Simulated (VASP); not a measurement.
# Y4I (Cmmm) in VASP: relaxation of cell and atoms with PBE

Aim: the relaxation of cell and atoms of Y4I with PBE.

Everything below comes from runs of VASP 6.6.1. Logs are shortened: lines on timing, memory, paths and dates and some standing lists are left out, and cuts for length are marked.

## (1) The cell of the first run

The structure is orthorhombic, space group Cmmm (No. 65). The conventional cell has a = 9.430 Å, b = 9.563 Å, c = 3.841 Å, α = 90.00°, β = 90.00°, γ = 90.00°. Within 4.1 Å of Y (site symmetry m2m) lie 2 I at 3.15 Å and 6 Y at 3.45 to 3.84 Å. Y (site symmetry 2mm) has 1 I at 2.99 Å and 7 Y at 3.45 to 3.84 Å within 3.9 Å. Within 3.9 Å of I (site symmetry mmm) lie 6 Y at 2.99 to 3.15 Å and 2 I at 3.84 Å.

The cell was generated, and may not be a known phase.

## (2) Relaxation of cell and atoms, PBE

INCAR reads:

```
ALGO     = Normal         # electronic algorithm
EDIFF    = 1E-7           # SCF threshold, eV
EDIFFG   = -0.01          # ionic threshold
ENCUT    = 500            # plane-wave cutoff, eV
GGA      = PE             # functional
GGA_COMPAT= False        
IBRION   = 2              # ionic algorithm
ISIF     = 3              # what is computed and relaxed
ISMEAR   = 0              # smearing method
LASPH    = True           # aspherical terms in the spheres
LCHARG   = False          # write CHGCAR
LREAL    = False          # projectors in reciprocal space
LWAVE    = False          # write WAVECAR
NELM     = 120            # most SCF steps
NELMIN   = 4            
NSW      = 100            # ionic steps
PREC     = Accurate       # precision mode
SIGMA    = 0.1            # smearing width, eV
```

KPOINTS reads:

```
k-points
0
Gamma
  6 6 10
```

POSCAR reads:

```
Y4I
1.0
    4.7151018032     -4.7817266202      0.0000000000
    4.7151018032      4.7817266202      0.0000000000
    0.0000000000      0.0000000000      3.8411890217
Y I
4 1
Direct
    0.7391010457      0.2608989543      0.5000000000
    0.2608989543      0.7391010457      0.5000000000
    0.3168165649      0.3168165649      0.0000000000
    0.6831834351      0.6831834351      0.0000000000
    0.0000000000      0.0000000000      0.0000000000
```

Potentials or basis: VASP PAW PBE potentials, release 64 (Y_sv, I).

Command:

```sh
$ cat potpaw_PBE.64/Y_sv/POTCAR potpaw_PBE.64/I/POTCAR > POTCAR
$ mpirun -np 1 vasp_std > vasp.out
```

OUTCAR:

```text
EDIFF = 1E-7
   EDIFFG = -0.01
   ENCUT = 500
   GGA = PE
   IBRION = 2
   ISIF = 3
   ISMEAR = 0
   LASPH = True
   LREAL = False
   NELM = 120
   NELMIN = 4
   NSW = 100
   PREC = Accurate

 ion  position               nearest neighbor table
   1  0.739  0.261  0.500-   5 3.15   5 3.15   3 3.45   3 3.45   4 3.45   4 3.45   3 4.34   3 4.34
                             4 4.34   4 4.34
   2  0.261  0.739  0.500-   5 3.15   5 3.15   3 3.45   3 3.45   4 3.45   4 3.45   3 4.34   3 4.34
                             4 4.34   4 4.34
   3  0.317  0.317  0.000-   5 2.99   2 3.45   1 3.45   1 3.45   2 3.45   4 3.45   2 4.34   2 4.34
                             1 4.34   1 4.34
   4  0.683  0.683  0.000-   5 2.99   2 3.45   1 3.45   1 3.45   2 3.45   3 3.45   1 4.34   1 4.34
                             2 4.34   2 4.34
   5  0.000  0.000  0.000-   3 2.99   4 2.99   1 3.15   2 3.15   1 3.15   2 3.15

  LATTYP: Found a base centered orthorhombic cell.
 ALAT       =     9.4302036064
 B/A-ratio  =     1.0141300909
 C/A-ratio  =     0.4073283231

  Lattice vectors:

 A1 = (   4.7151018032,  -4.7817266202,   0.0000000000)
 A2 = (   4.7151018032,   4.7817266202,   0.0000000000)
 A3 = (   0.0000000000,   0.0000000000,   3.8411890217)

Analysis of symmetry for initial positions (statically):
=====================================================================
 Subroutine PRICEL returns:
 Original cell was already a primitive cell.

 Routine SETGRP: Setting up the symmetry group for a
 base centered orthorhombic supercell.

 Subroutine GETGRP returns: Found  8 space group operations
 (whereof  8 operations were pure point group operations)
 out of a pool of  8 trial point group operations.

The static configuration has the point symmetry D_2h.

Analysis of symmetry for dynamics (positions and initial velocities):
=====================================================================
 Subroutine PRICEL returns:
 Original cell was already a primitive cell.

 Routine SETGRP: Setting up the symmetry group for a
 base centered orthorhombic supercell.

 Subroutine GETGRP returns: Found  8 space group operations
 (whereof  8 operations were pure point group operations)
 out of a pool of  8 trial point group operations.

The dynamic configuration has the point symmetry D_2h.

 Subroutine INISYM returns: Found  8 space group operations
 (whereof  8 operations are pure point group operations),
 and found     1 'primitive' translations

----------------------------------------------------------------------------------------

                                     Primitive cell

[... 102 lines left out ...]
   ISIF   =      3    stress and relaxation
   ISYM   =      2    0-nonsym 1-usesym 2-fastsym
   POTIM  = 0.5000    time-step for ionic-motion
   TEBEG  =    0.0;   TEEND  =   0.0 temperature during run
   PSTRESS=    0.0 pullay stress
   NELECT =      51.0000    total number of electrons
   NUPDOWN=      -1.0000    fix difference up-down
   EMIN   =  10.00;   EMAX   =-10.00  energy-range for DOS
   EFERMI =   0.00;   METHOD = LEGACY
   ISMEAR =     0;   SIGMA  =   0.10  broadening in eV -4-tet -1-fermi 0-gaus
   EFERMI_NEDOS =   21; number of points for ismear=-14 and -15
   IALGO  =     38    algorithm
   IMIX   =      4    mixing-type and parameters
     AMIX     =   0.40;   BMIX     =  1.00
     AMIX_MAG =   1.60;   BMIX_MAG =  1.00
  volume/ion in A,a.u.               =      34.64       233.77
  Fermi-wavevector in a.u.,A,eV,Ry     =   1.089117  2.058132 16.138891  1.186175
  Thomas-Fermi vector in A             =   2.225313
   LORBIT       =      0    0 simple, 1 ext, 2 COOP (PROOUT), +10 PAW based schemes
   GGA     = PE    functional components
   LHFCALC =     F    Hartree Fock is set to
   AEXX    =    0.0000 exact exchange contribution
   IVDW    =     0    specifies the selected vdW correction
   LEPSILON=     F    determine dielectric tensor
   LRPA    =     F    only Hartree local field effects (RPA)
 conjugate gradient relaxation of ions
 non-spin polarized calculation
 Gauss-broadening in eV      SIGMA  =   0.10
  energy-cutoff  :      500.00
  volume of cell :      173.21
 maximum number of plane-waves:      4432
 NGX is ok and might be reduce to    50
   NGX = 25   NGY = 25   NGZ = 15

--------------------------------------- Ionic step        1  -------------------------------------------

 number of electron      50.9999999 magnetization

 Free energy of the ion-electron system (eV)
  ---------------------------------------------------
  ext. energy  EPLUGINS =         0.00000000
  ---------------------------------------------------
  free energy    TOTEN  =       -27.90397985 eV

  energy without entropy =      -27.87300578  energy(sigma->0) =      -27.88849281

------------------------ aborting loop because EDIFF is reached ----------------------------------------

  FORCE on cell =-STRESS in cart. coord.  units (eV):
  Direction    XX          YY          ZZ          XY          YZ          ZX
  --------------------------------------------------------------------------------------
  -------------------------------------------------------------------------------------
  Total        0.2154116      0.0512373      0.0913919      0.0000000      0.0000000      0.0000000
  in kB        1.9925453      0.4739422      0.8453698      0.0000000      0.0000000      0.0000000
  external PRESSURE =       1.1039525 kB  Pullay stress =       0.0000000 kB
[... 221 lines left out ...]
--------------------------------------- Ionic step        7  -------------------------------------------

 number of electron      50.9999999 magnetization

 Free energy of the ion-electron system (eV)
  ---------------------------------------------------
  ext. energy  EPLUGINS =         0.00000000
  ---------------------------------------------------
  free energy    TOTEN  =       -27.90446944 eV

  energy without entropy =      -27.87344071  energy(sigma->0) =      -27.88895508

 E-fermi :   3.5305     XC(G=0):  -9.1317

 val. band max:        3.5211472860   @ k =   0.3333   0.3333   0.0000
 cond. band min:       3.5308185946   @ k =   0.5000   0.5000   0.3000
 fundamental gap:      0.0096713086
 Fermi energy:         3.5304613591

 k-point     1 :       0.0000    0.0000    0.0000
  band No.  band energies     occupation
      1     -39.4681      2.00000
      2     -39.4620      2.00000
      3     -39.2402      2.00000
      4     -39.2292      2.00000
      5     -19.6422      2.00000
      6     -19.5752      2.00000
[... 781 lines left out ...]
     29       4.8165      0.00000
     30       5.0527      0.00000

 [... further k-points ...]
[... 5 lines left out ...]
  --------------------------------------------------------------------------------------
  -------------------------------------------------------------------------------------
  Total       -0.0176471      0.0257179      0.0015692      0.0000000      0.0000000      0.0000000
  in kB       -0.1628039      0.2372610      0.0144766      0.0000000      0.0000000      0.0000000
  external PRESSURE =       0.0296446 kB  Pullay stress =       0.0000000 kB
[... 20 lines left out ...]
  FREE ENERGIE OF THE ION-ELECTRON SYSTEM (eV)
  ---------------------------------------------------
  free  energy   TOTEN  =       -27.9044694397 eV

  energy  without entropy=      -27.8734407112  energy(sigma->0) =      -27.88895508

 reached required accuracy - stopping structural energy minimisation
```

OSZICAR:

```text
N       E                     dE             d eps       ncg     rms          rms(c)
DAV:   1     0.288249470190E+03    0.28825E+03   -0.23980E+04  4696   0.150E+03
[... 69 lines left out ...]
DAV:   1    -0.279045267959E+02   -0.10060E-03   -0.13592E-02  4692   0.742E-01    0.685E-02
DAV:   2    -0.279045071431E+02    0.19653E-04   -0.86984E-04  5874   0.161E-01    0.372E-02
DAV:   3    -0.279044754172E+02    0.31726E-04   -0.10320E-04  6618   0.531E-02    0.167E-02
DAV:   4    -0.279044708698E+02    0.45474E-05   -0.14344E-05  6304   0.192E-02    0.884E-03
DAV:   5    -0.279044701838E+02    0.68598E-06   -0.29419E-06  7330   0.742E-03    0.544E-03
DAV:   6    -0.279044695889E+02    0.59495E-06   -0.35948E-07  4544   0.342E-03    0.141E-03
DAV:   7    -0.279044694356E+02    0.15331E-06   -0.68733E-08  3390   0.164E-03    0.534E-04
DAV:   8    -0.279044694397E+02   -0.41055E-08   -0.24405E-08  3228   0.898E-04
   7 F= -.27904469E+02 E0= -.27888955E+02  d E =-.432501E-04
```

CONTCAR:

```text
Y4I
   1.00000000000000
     4.7230981306953179   -4.7799032078079824    0.0000000000000000
     4.7230981306953179    4.7799032078079824    0.0000000000000000
     0.0000000000000000    0.0000000000000000    3.8463039580682370
  Y               I
     4     1
Direct
     0.7395790324916378    0.2604209675083624    0.5000000000000000
     0.2604209675083624    0.7395790324916378    0.5000000000000000
     0.3172879152914521    0.3172879152914521    0.0000000000000000
     0.6827120847085478    0.6827120847085478    0.0000000000000000
     0.0000000000000000    0.0000000000000000    0.0000000000000000

  0.00000000E+00  0.00000000E+00  0.00000000E+00
  0.00000000E+00  0.00000000E+00  0.00000000E+00
  0.00000000E+00  0.00000000E+00  0.00000000E+00
  0.00000000E+00  0.00000000E+00  0.00000000E+00
  0.00000000E+00  0.00000000E+00  0.00000000E+00
```

Wall time 33 min (1 thread of Oxide Virtual Turin-like, shared host); peak memory 0.48 GiB.

What came out:

```yaml
Free_energy: -27.9045 eV
Relaxed_volume: 34.73 Å³/atom
Relaxed_cell: a = 6.720 Å, b = 6.720 Å, c = 3.846 Å, α = 90.00°, β = 90.00°, γ = 90.68°
Space_group_after_relaxing_to_0.1_Å: Cmmm (No. 65)
Energy_gained_by_relaxing: 0.1 meV/atom
Ionic_steps: 7
Pressure_after_relaxing: 0.0 GPa
Largest_force_after_relaxing: 0.008 eV/Å
Band_gap_on_the_k_mesh: zero (an odd number of electrons rules out a gap without spin polarisation)
```

Forces in eV/Å, atoms in the order of the input:
```
Y    0.000 -0.008  0.000
Y    0.000  0.008  0.000
Y   -0.001  0.000  0.000
Y    0.001  0.000  0.000
I    0.000  0.000  0.000
```

The path:
```csv
step,energy change (eV),largest force (eV/Å),pressure (GPa),volume (Å³)
1,0.0000,0.0281,0.11,173.21
2,-0.0003,0.0196,-0.03,173.81
3,-0.0003,0.0199,-0.03,173.79
4,-0.0004,0.0135,-0.01,173.72
5,-0.0004,0.0109,0.01,173.64
6,-0.0004,0.0105,0.01,173.63
7,-0.0005,0.0075,0.00,173.67
```

Final structure:
```xyz
5
Lattice="4.7231 -4.7799 0.0000 4.7231 4.7799 0.0000 0.0000 0.0000 3.8463" Properties=species:S:1:pos:R:3 pbc="T T T"
Y     4.7231   -2.2903    1.9232
Y     4.7231    2.2903    1.9232
Y     2.9972    0.0000    0.0000
Y     6.4490    0.0000    0.0000
I     0.0000    0.0000    0.0000
```

Caveat: spin-orbit coupling is left out, which moves the levels of the heavy elements.
